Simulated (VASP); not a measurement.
## AlN (rocksalt type): single point with LDA

The system is AlN (rocksalt type).

```
Al N
1.0
     0.00000    1.92181    1.92181
     1.92181    0.00000    1.92181
     1.92181    1.92181    0.00000
Al N
1 1
Direct
  0.00000 0.00000 0.00000
  0.50000 0.50000 0.50000
```

- Program: VASP 6.6.1
- Task: single point
- Functional: LDA
- Potentials or basis: VASP PAW LDA potentials, release 64 (Al, N)
- Cutoff: 520 eV
- k mesh: 15 × 15 × 15
- Occupations: tetrahedron
- Spin: no spin polarisation

```yaml
Pressure: 46.7 GPa
Band_gap_on_the_k_mesh: 4.91 eV, indirect (least direct gap 8.12 eV)
```

Levels at points of the mesh, in eV from the valence-band top:
```tsv
k point	band 2	band 3	band 4	band 5	band 6	band 7
(0.00, 0.00, 0.00)	0.00	0.00	0.00	8.15	12.48	12.48
```

It took 19 s on 1 thread of AMD EPYC 7R43 64-Core Processor (Zen 3) (shared host), peak memory 0.09 GiB.

A k mesh can miss the band edges. Expect the measured gap to be larger: semilocal functionals such as LDA lack the derivative discontinuity.
